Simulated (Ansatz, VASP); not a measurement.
# Mn: VASP beside Ansatz

```
Mn
1.0
    -2.20015    2.20015    1.23324
     2.20015   -2.20015    1.23324
     2.20015    2.20015   -1.23324
Mn
2
Direct
  0.75000 0.25000 0.50000
  0.00000 0.00000 0.00000
```

Alike in both runs: task single point; functional PBE; k mesh 6 × 6 × 6; occupations gaussian, width 0.1 eV; collinear spin.

```csv
,VASP,Ansatz
version,VASP 6.6.1,Ansatz 0.2.0
potentials or method,"VASP PAW PBE potentials, release 64 (Mn_pv), cutoff 520 eV","scalar-relativistic, plane waves, PAW"
valence electrons in the cell,26,30
```

|  | VASP | Ansatz | Ansatz less VASP |
| --- | --- | --- | --- |
| gap on the k mesh at the Fermi level (eV) | none | none | - |
| pressure (GPa) | 1.1 | 0.6 | -0.48 |
| traceless stress, the component that is largest in VASP (GPa) | 2.71 | 3.07 | +0.358 |
| net moment per atom (μB) | 1.26 | 1.22 | -0.035 |
| size of the moment on the site where the two differ most (μB) | 1.25 | 1.16 | -0.087 |

Site moments also hang on the region over which each program counts them. A gap of «none» marks a metal or a gap that the smearing closes. With one functional, cell and mesh, what is left measures potentials, basis and numerics. VASP's potentials hold 26 valence electrons a cell and Ansatz's 30, so a difference there can come from the potentials and not from the codes.

The k mesh is coarse, so the values compare programs but aren't converged.
